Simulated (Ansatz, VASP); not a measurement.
## One calculation of Si, two programs

Contents of POSCAR:

```
Si
1.0
    3.8472023606      0.0000000000      0.0000000000
   -1.9236011803      3.3317749778      0.0000000000
    0.0000000000      0.0000000000     28.0000000000
Si
2
Direct
    0.3333333333      0.6666666667      0.5084347959
    0.6666666667      0.3333333333      0.4915652041
```

The input INCAR.step1:

```
PREC = Accurate
ENCUT = 520
ISMEAR = 0
SIGMA = 0.1
LREAL = False
LASPH = True
NELM = 100
LDIPOL = True
IDIPOL = 3
DIPOL = 0.5 0.5 0.500
NBANDS = 11
GGA = PE
ALGO = Normal
EDIFF = 1E-4
LWAVE = True
LCHARG = False
```

Contents of INCAR.step2:

```
PREC = Accurate
ENCUT = 520
EDIFF = 1E-7
ISMEAR = 0
SIGMA = 0.1
LREAL = False
LASPH = True
NELM = 100
ALGO = Normal
ISIF = 2
LWAVE = False
LCHARG = False
LDIPOL = True
IDIPOL = 3
DIPOL = 0.5 0.5 0.500
METAGGA = R2SCAN
LMIXTAU = True
NBANDS = 11
ISTART = 1
```

File KPOINTS:

```
Automatic mesh
0
Gamma
  15 15 1
```

Input for Ansatz:

```yaml
crystal:
  lattice:
    - [3.8472023606, 0.0, 0.0]
    - [-1.9236011803, 3.3317749778, 0.0]
    - [0.0, 0.0, 28.0]
  atoms:
    - { symbol: Si, position: [0.3333333333, 0.6666666667, 0.5084347959] }
    - { symbol: Si, position: [0.6666666667, 0.3333333333, 0.4915652041] }
  periodic: [true, true, false]
basis:
  ecutwfc: 500
kpoints:
  mp_grid: { grid: [15, 15, 1] }
  band_path:
    path:
      - [0, 0, 0]
      - [0.5, 0, 0]
      - [0.333333333333, 0.333333333333, 0]
      - [0, 0, 0]
    npoints: 8
hamiltonian:
  xc: r2scan
scf:
  occupations: { method: gaussian, width: 0.1 }
output:
  forces: true
  stress: true
  eigenvalues: true
  populations: true
```

Alike in both runs: task single point; functional r2SCAN; k mesh 15 × 15 × 1; occupations gaussian, width 0.1 eV; no spin polarisation.

|  | VASP | Ansatz |
| --- | --- | --- |
| version | VASP 6.6.1 | Ansatz 0.2.0 |
| potentials or method | VASP PAW PBE potentials, release 64 (Si), cutoff 520 eV | scalar-relativistic, plane waves, PAW |
| valence electrons in the cell | 8 | 8 |

Ansatz gave:

* gap on the k mesh at the Fermi level (eV): none
* rms of the force components (eV/Å): 0.090

Q: What did VASP give for the same quantities?

A: gap on the k mesh at the Fermi level (eV): none; rms of the force components (eV/Å): 0.102.

VASP's potentials were made for PBE, not for r2SCAN. Atom by atom the forces differ by 0.011 eV/Å (rms over components). A gap of «none» marks a metal or a gap that the smearing closes.
